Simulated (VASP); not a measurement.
LiBe2S3, 6 atoms in the cell. Symmetry: P-3m1, No. 164, trigonal system. The conventional cell has a = 3.296 Å, b = 3.296 Å, c = 8.882 Å, α = 90.00°, β = 90.00°, γ = 120.00°. Li (site symmetry -3m) has 6 S at 2.58 Å and 6 Be at 3.29 Å and 6 Li at 3.30 Å within 3.4 Å. Within 2.8 Å of Be (site symmetry 3m) lie 6 S at 2.12 to 2.59 Å. Within 3.4 Å of S (site symmetry -3m) lie 6 Be at 2.59 Å and 12 S at 3.30 Å. Within 2.8 Å of S (site symmetry 3m) lie 3 Be at 2.12 Å and 3 Li at 2.58 Å. 

* Program: VASP 6.6.1
* Task: single point
* Functional: PBE
* Potentials or basis: VASP PAW PBE potentials, release 64 (Li_sv, Be, S)
* Cutoff: 520 eV
* k mesh: 12 × 12 × 4
* Occupations: gaussian, width 0.1 eV
* Spin: no spin polarisation
* Dipole correction: no
* Further INCAR settings: ALGO = Normal; EDIFF = 1e-06; NBANDS = 22

Potentials or basis: VASP PAW PBE potentials, release 64 (Li_sv, Be, S).

Launch:

```bash
$ cat potpaw_PBE.64/Li_sv/POTCAR potpaw_PBE.64/Be/POTCAR potpaw_PBE.64/S/POTCAR > POTCAR
$ mpirun -np 1 vasp_std > vasp.out
```

Hardware: 1 thread of Intel Xeon 8259CL (shared host).

Q: How long does it take, and how much memory?

A: Run time: 3.4 min on 1 thread of Intel Xeon 8259CL (shared host), peak memory 0.28 GiB. Counts: scf iterations 16, k points 69.
